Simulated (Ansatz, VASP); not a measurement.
**Tl in VASP and in Ansatz**

```xyz
1
Lattice="-1.5992 1.5992 1.5992 1.5992 -1.5992 1.5992 1.5992 1.5992 -1.5992" Properties=species:S:1:pos:R:3 pbc="T T T"
Tl    0.0000    0.0000    0.0000
```

Change from the starting cell: volume scaled by 0.6, LAPW.

Alike in both runs: task single point; functional LDA; k mesh 14 × 14 × 14; occupations fermi-dirac, width 0.1 eV; no spin polarisation.

|  | VASP | Ansatz |
| --- | --- | --- |
| version | VASP 6.6.1 | Ansatz 0.2.0 |
| potentials or method | VASP PAW LDA potentials, release 64 (Tl_d), cutoff 520 eV | all-electron LAPW, scalar-relativistic |

|  | VASP | Ansatz | Ansatz less VASP |
| --- | --- | --- | --- |
| pressure (GPa) | 90.1 | 88.9 | -1.18 |

LDA's correlation is that of Perdew and Zunger in VASP and of Perdew and Wang (1992) in Ansatz. Both programs put the cell under a high pressure, so it lies far from rest at this level. Ansatz ran all-electron here, and VASP with PAW potentials.

Neither program's run includes spin-orbit coupling. Noted on VASP's run: the cell as given lies far from equilibrium.
